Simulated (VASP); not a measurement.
# Ru (Fm-3m) in VASP: notebook

Runs on Ru. Level: HSE06. Tasks: single point.

All numbers are computed with VASP 6.6.1; they aren't measurements. Logs are shortened: lines on timing, memory, paths and dates and some standing lists are left out, and cuts for length are marked.

### 1 The cell of the first run

The structure is cubic, space group Fm-3m (No. 225). Conventional cell: a = 3.823 Å, b = 3.823 Å, c = 3.823 Å, α = 90.00°, β = 90.00°, γ = 90.00°. Ru (site symmetry m-3m) has 12 Ru at 2.70 Å within 3.6 Å.

This isn't the form of Ru at room conditions, which is hcp.

### 2 Single point, HSE06

Input file POSCAR:

```
Ru
1.0
    0.0000000000      1.9113289501      1.9113289501
    1.9113289501      0.0000000000      1.9113289501
    1.9113289501      1.9113289501      0.0000000000
Ru
1
Direct
    0.0000000000      0.0000000000      0.0000000000
```

Input file INCAR.step1:

```
SYSTEM = Ru
ALGO     = Normal         ! electronic algorithm
EDIFF    = 1E-5           ! SCF threshold, eV
ENCUT    = 520            ! plane-wave cutoff, eV
GGA      = PE             ! functional
ISIF     = 2              ! what is computed and relaxed
ISMEAR   = -1             ! smearing method
LASPH    = .TRUE.         ! aspherical terms in the spheres
LCHARG   = .FALSE.        ! write CHGCAR
LREAL    = .FALSE.        ! projectors in reciprocal space
LWAVE    = .TRUE.         ! write WAVECAR
NBANDS   = 13             ! bands
NELM     = 60             ! most SCF steps
PREC     = Accurate       ! precision mode
SIGMA    = 0.1            ! smearing width, eV
```

Input file INCAR.step2:

```
SYSTEM = Ru
ALGO     = Normal         ! electronic algorithm
EDIFF    = 1E-6           ! SCF threshold, eV
ENCUT    = 520            ! plane-wave cutoff, eV
GGA      = PE             ! functional
HFSCREEN = 0.2079         ! screening, 1/A
ISIF     = 2              ! what is computed and relaxed
ISMEAR   = -1             ! smearing method
ISTART   = 1            
LASPH    = .TRUE.         ! aspherical terms in the spheres
LCHARG   = .FALSE.        ! write CHGCAR
LHFCALC  = .TRUE.         ! exact exchange
LREAL    = .FALSE.        ! projectors in reciprocal space
LWAVE    = .FALSE.        ! write WAVECAR
NBANDS   = 13             ! bands
NELM     = 60             ! most SCF steps
PREC     = Accurate       ! precision mode
PRECFOCK = Normal       
SIGMA    = 0.1            ! smearing width, eV
```

Input file KPOINTS:

```
k-points
0
G
  6 6 6
  0 0 0
```

Potentials or basis: VASP PAW PBE potentials, release 64 (Ru_pv).

On the command line:

```sh
$ cat potpaw_PBE.64/Ru_pv/POTCAR > POTCAR
$ cp INCAR.step1 INCAR
$ mpirun -np 1 vasp_std > vasp.out
$ cp INCAR.step2 INCAR
$ mpirun -np 1 vasp_std > vasp.out
```

OUTCAR:

```text
SYSTEM = Ru
   EDIFF = 1E-6
   ENCUT = 520
   GGA = PE
   HFSCREEN = 0.2079
   ISIF = 2
   ISMEAR = -1
   ISTART = 1
   LASPH = .TRUE.
   LHFCALC = .TRUE.
   LREAL = .FALSE.
   NELM = 60
   PREC = Accurate
   PRECFOCK = Normal

 ion  position               nearest neighbor table
   1  0.000  0.000  0.000-

  LATTYP: Found a face centered cubic cell.
 ALAT       =     3.8226579002

  Lattice vectors:

 A1 = (   0.0000000000,   1.9113289501,   1.9113289501)
 A2 = (   1.9113289501,   0.0000000000,   1.9113289501)
 A3 = (   1.9113289501,   1.9113289501,   0.0000000000)

Analysis of symmetry for initial positions (statically):
=====================================================================
 Subroutine PRICEL returns:
 Original cell was already a primitive cell.

 Routine SETGRP: Setting up the symmetry group for a
 face centered cubic supercell.

 Subroutine GETGRP returns: Found 48 space group operations
 (whereof 48 operations were pure point group operations)
 out of a pool of 48 trial point group operations.

The static configuration has the point symmetry O_h .

Analysis of symmetry for dynamics (positions and initial velocities):
=====================================================================
 Subroutine PRICEL returns:
 Original cell was already a primitive cell.

 Routine SETGRP: Setting up the symmetry group for a
 face centered cubic supercell.

 Subroutine GETGRP returns: Found 48 space group operations
 (whereof 48 operations were pure point group operations)
 out of a pool of 48 trial point group operations.

The dynamic configuration has the point symmetry O_h .

 Subroutine INISYM returns: Found 48 space group operations
 (whereof 48 operations are pure point group operations),
 and found     1 'primitive' translations

----------------------------------------------------------------------------------------

                                     Primitive cell

  volume of cell :      13.9649

  direct lattice vectors                    reciprocal lattice vectors
     0.000000000  1.911328950  1.911328950    -0.261598089  0.261598089  0.261598089
     1.911328950  0.000000000  1.911328950     0.261598089 -0.261598089  0.261598089
     1.911328950  1.911328950  0.000000000     0.261598089  0.261598089 -0.261598089

  length of vectors
[... 84 lines left out ...]
   EMIN   =  10.00;   EMAX   =-10.00  energy-range for DOS
   EFERMI =   0.00;   METHOD = LEGACY
   ISMEAR =    -1;   SIGMA  =   0.10  broadening in eV -4-tet -1-fermi 0-gaus
   EFERMI_NEDOS =   21; number of points for ismear=-14 and -15
   IALGO  =     38    algorithm
   IMIX   =      1    mixing-type and parameters
     AMIX     =   0.40;   BMIX     =  1.00
     AMIX_MAG =   1.60;   BMIX_MAG =  1.00
  volume/ion in A,a.u.               =      13.96        94.24
  Fermi-wavevector in a.u.,A,eV,Ry     =   1.638471  3.096261 36.526023  2.684587
  Thomas-Fermi vector in A             =   2.729438
   LORBIT       =      0    0 simple, 1 ext, 2 COOP (PROOUT), +10 PAW based schemes
   GGA     = PE    functional components
   LHFCALC =     T    Hartree Fock is set to
   PRECFOCK=normal    Normal, Fast or Accurate (Low or Medium for compatibility)
   ENCUT4O =  -1.0   cutoff for four orbital integrals eV
   NKREDX  =     1    reduce k-point grid by
   NKREDY  =     1    reduce k-point grid by
   NKREDZ  =     1    reduce k-point grid by
   AEXX    =    0.2500 exact exchange contribution
   HFSCREEN=    0.2079 screening length (either q_TF or 0.3 A-1)
   HFSCREENC=   0.2079 screening length for correlation (either q_TF or 0.3 A-1)
   ENCUTFOCK=  -1.0 apply spherical cutoff to Coloumb kernel
   IVDW    =     0    specifies the selected vdW correction
   LEPSILON=     F    determine dielectric tensor
   LRPA    =     F    only Hartree local field effects (RPA)
 non-spin polarized calculation
  energy-cutoff  :      520.00
  volume of cell :       13.96
 maximum number of plane-waves:       388
  NGX = 16; NGY = 16; NGZ = 16

 number of electron      14.0000000 magnetization

 Free energy of the ion-electron system (eV)
  ---------------------------------------------------
  ext. energy  EPLUGINS =         0.00000000
  ---------------------------------------------------
  free energy    TOTEN  =       -10.62616772 eV

  energy without entropy =      -10.60133864  energy(sigma->0) =      -10.61375318

 E-fermi :  12.0136     XC(G=0): -11.3387

 val. band max:       11.9431808416   @ k =   0.3333   0.3333   0.0000
 cond. band min:      12.1763518718   @ k =   0.5000   0.3333   0.0000
 fundamental gap:      0.2331710302
 Fermi energy:        12.0135594772

 k-point     1 :       0.0000    0.0000    0.0000
  band No.  band energies     occupation
      1     -33.4745      2.00000
      2     -33.4745      2.00000
      3     -33.4745      2.00000
      4       3.2648      2.00000
      5       9.0017      2.00000
      6       9.0017      2.00000
      7       9.0017      2.00000
      8      11.3557      1.99723
      9      11.3557      1.99723
     10      26.3675      0.00000
     11      28.0576      0.00000
     12      33.9507      0.00000
     13      33.9507      0.00000
[... 226 lines left out ...]
  band No.  band energies     occupation
      1     -34.3877      2.00000
      2     -34.0574      2.00000
      3     -33.8991      2.00000
      4       5.8182      2.00000
      5       6.5806      2.00000
      6      10.0453      2.00000
      7      11.8637      1.63474
      8      14.6288      0.00000
      9      20.8099      0.00000
     10      25.0643      0.00000
     11      25.0664      0.00000
     12      26.3727      0.00000
     13      26.6889      0.00000

------------------------ aborting loop because EDIFF is reached ----------------------------------------

  FORCE on cell =-STRESS in cart. coord.  units (eV):
  Direction    XX          YY          ZZ          XY          YZ          ZX
  --------------------------------------------------------------------------------------
  -------------------------------------------------------------------------------------
  Total       -1.1852424     -1.1852424     -1.1852424      0.0000000      0.0000000     -0.0000000
  in kB     -135.9820082   -135.9820082   -135.9820082      0.0000000      0.0000000     -0.0000000
  external PRESSURE =    -135.9820082 kB  Pullay stress =       0.0000000 kB

 VOLUME and BASIS-vectors are now :
 -----------------------------------------------------------------------------
  energy-cutoff  :      520.00
  volume of cell :       13.96
      direct lattice vectors                 reciprocal lattice vectors
     0.000000000  1.911328950  1.911328950    -0.261598089  0.261598089  0.261598089
     1.911328950  0.000000000  1.911328950     0.261598089 -0.261598089  0.261598089
     1.911328950  1.911328950  0.000000000     0.261598089  0.261598089 -0.261598089

 POSITION                                       TOTAL-FORCE (eV/Angst)
 -----------------------------------------------------------------------------------
      0.00000      0.00000      0.00000         0.000000     -0.000000     -0.000000
 -----------------------------------------------------------------------------------
    total drift:                                0.000000      0.000000      0.000000

  FREE ENERGIE OF THE ION-ELECTRON SYSTEM (eV)
  ---------------------------------------------------
  free  energy   TOTEN  =       -10.6261677166 eV

  energy  without entropy=      -10.6013386439  energy(sigma->0) =      -10.61375318
```

OSZICAR.step1:

```text
N       E                     dE             d eps       ncg     rms          rms(c)
DAV:   1     0.108052282472E+03    0.10805E+03   -0.84211E+03   416   0.114E+03
DAV:   2    -0.859452692670E+01   -0.11665E+03   -0.11240E+03   466   0.324E+02
DAV:   3    -0.974660797971E+01   -0.11521E+01   -0.11502E+01   471   0.358E+01
DAV:   4    -0.975001613606E+01   -0.34082E-02   -0.34081E-02   446   0.207E+00
DAV:   5    -0.975003922474E+01   -0.23089E-04   -0.23090E-04   451   0.154E-01    0.119E+01
DAV:   6    -0.910389723174E+01    0.64614E+00   -0.10510E+00   426   0.136E+01    0.305E+00
DAV:   7    -0.906643131382E+01    0.37466E-01   -0.60051E-02   436   0.299E+00    0.893E-01
DAV:   8    -0.906238205949E+01    0.40493E-02   -0.34991E-03   421   0.768E-01    0.476E-02
DAV:   9    -0.906239671140E+01   -0.14652E-04   -0.39162E-05   456   0.789E-02    0.229E-02
DAV:  10    -0.906239711570E+01   -0.40430E-06   -0.29543E-06   218   0.227E-02
   1 F= -.90623971E+01 E0= -.90391237E+01  d E =-.465467E-01
```

Run time: 12 min. Hardware: 1 thread of AMD EPYC 7R13 (Zen 3), shared host; peak memory 0.2 GiB.

Results:

```
Free energy            : -10.6262 eV
Pressure               : -13.6 GPa
Band gap on the k mesh : zero (bands 7 and 8 overlap by 4.30 eV)
```

Caveat: the k points lie up to 0.47 Å⁻¹ apart, too coarse for converged energies and pressures of a metal; the PAW data sets were made with another functional, which shifts forces and pressure a little.

### 3 Single point, HSE06

POSCAR is that of step 2.

Input file INCAR.step1:

```
  ALGO = Normal
  EDIFF = 1E-5
  ENCUT = 520
  GGA = PE
  ISIF = 2
  ISMEAR = -1
  LASPH = T
  LCHARG = F
  LREAL = F
  LWAVE = T
  NBANDS = 13
  NELM = 100
  PREC = Accurate
  SIGMA = 0.1
```

Input file INCAR.step2:

```
  ALGO = Normal
  EDIFF = 1E-6
  ENCUT = 520
  GGA = PE
  HFSCREEN = 0.2079
  ISIF = 2
  ISMEAR = -1
  ISTART = 1
  LASPH = T
  LCHARG = F
  LHFCALC = T
  LREAL = F
  LWAVE = F
  NBANDS = 13
  NELM = 100
  PREC = Accurate
  PRECFOCK = Normal
  SIGMA = 0.1
```

Input file KPOINTS:

```
k-points
0
Gamma
  6 6 6
```

Potentials or basis: VASP PAW PBE potentials, release 64 (Ru_pv).

On the command line:

```sh
$ cat potpaw_PBE.64/Ru_pv/POTCAR > POTCAR
$ cp INCAR.step1 INCAR
$ mpirun -np 1 vasp_std > vasp.out
$ cp INCAR.step2 INCAR
$ mpirun -np 1 vasp_std > vasp.out
```

OUTCAR:

```text
EDIFF = 1E-6
   ENCUT = 520
   GGA = PE
   HFSCREEN = 0.2079
   ISIF = 2
   ISMEAR = -1
   ISTART = 1
   LASPH = T
   LHFCALC = T
   LREAL = F
   NELM = 100
   PREC = Accurate
   PRECFOCK = Normal

 ion  position               nearest neighbor table
   1  0.000  0.000  0.000-

  LATTYP: Found a face centered cubic cell.
 ALAT       =     3.8226579002

  Lattice vectors:

[... 430 lines left out ...]
      8      14.6288      0.00000
      9      20.8099      0.00000
     10      25.0643      0.00000
     11      25.0664      0.00000
     12      26.3727      0.00000
     13      26.6889      0.00000

------------------------ aborting loop because EDIFF is reached ----------------------------------------

  FORCE on cell =-STRESS in cart. coord.  units (eV):
  Direction    XX          YY          ZZ          XY          YZ          ZX
  --------------------------------------------------------------------------------------
  -------------------------------------------------------------------------------------
  Total       -1.1852424     -1.1852424     -1.1852424      0.0000000      0.0000000     -0.0000000
  in kB     -135.9820082   -135.9820082   -135.9820082      0.0000000      0.0000000     -0.0000000
  external PRESSURE =    -135.9820082 kB  Pullay stress =       0.0000000 kB

 VOLUME and BASIS-vectors are now :
 -----------------------------------------------------------------------------
  energy-cutoff  :      520.00
  volume of cell :       13.96
      direct lattice vectors                 reciprocal lattice vectors
     0.000000000  1.911328950  1.911328950    -0.261598089  0.261598089  0.261598089
     1.911328950  0.000000000  1.911328950     0.261598089 -0.261598089  0.261598089
     1.911328950  1.911328950  0.000000000     0.261598089  0.261598089 -0.261598089

 POSITION                                       TOTAL-FORCE (eV/Angst)
 -----------------------------------------------------------------------------------
      0.00000      0.00000      0.00000         0.000000     -0.000000     -0.000000
 -----------------------------------------------------------------------------------
    total drift:                                0.000000      0.000000      0.000000

  FREE ENERGIE OF THE ION-ELECTRON SYSTEM (eV)
  ---------------------------------------------------
  free  energy   TOTEN  =       -10.6261677166 eV

  energy  without entropy=      -10.6013386439  energy(sigma->0) =      -10.61375318
```

OSZICAR.step1:

```text
N       E                     dE             d eps       ncg     rms          rms(c)
DAV:   1     0.108052282472E+03    0.10805E+03   -0.84211E+03   416   0.114E+03
DAV:   2    -0.859452692670E+01   -0.11665E+03   -0.11240E+03   466   0.324E+02
DAV:   3    -0.974660797971E+01   -0.11521E+01   -0.11502E+01   471   0.358E+01
DAV:   4    -0.975001613606E+01   -0.34082E-02   -0.34081E-02   446   0.207E+00
DAV:   5    -0.975003922474E+01   -0.23089E-04   -0.23090E-04   451   0.154E-01    0.119E+01
DAV:   6    -0.910389723174E+01    0.64614E+00   -0.10510E+00   426   0.136E+01    0.305E+00
DAV:   7    -0.906643131382E+01    0.37466E-01   -0.60051E-02   436   0.299E+00    0.893E-01
DAV:   8    -0.906238205949E+01    0.40493E-02   -0.34991E-03   421   0.768E-01    0.476E-02
DAV:   9    -0.906239671140E+01   -0.14652E-04   -0.39162E-05   456   0.789E-02    0.229E-02
DAV:  10    -0.906239711570E+01   -0.40430E-06   -0.29543E-06   218   0.227E-02
   1 F= -.90623971E+01 E0= -.90391237E+01  d E =-.465467E-01
```

It took 13 min on 1 thread of AMD EPYC 7R13 (Zen 3), shared host; peak memory 0.2 GiB.

Results:

```yaml
Free_energy: -10.6262 eV
Pressure: -13.6 GPa
Band_gap_on_the_k_mesh: zero (bands 7 and 8 overlap by 4.30 eV)
```

Levels at points of the mesh, in eV from the Fermi level:
| k point | band 4 | band 5 | band 6 | band 7 | band 8 | band 9 | band 10 | band 11 |
| --- | --- | --- | --- | --- | --- | --- | --- | --- |
| (0.00, 0.00, 0.00) | -8.75 | -3.01 | -3.01 | -3.01 | -0.66 | -0.66 | 14.35 | 16.04 |
| (0.50, 0.00, 0.00) | -6.83 | -3.33 | -3.33 | 1.00 | 1.96 | 1.96 | 10.84 | 14.36 |
| (0.50, 0.50, 0.00) | -7.27 | -6.66 | 1.61 | 2.59 | 2.59 | 3.78 | 14.31 | 14.31 |

Caveat: the k points lie up to 0.47 Å⁻¹ apart, too coarse for converged energies and pressures of a metal; the PAW data sets were made with another functional, which shifts forces and pressure a little.
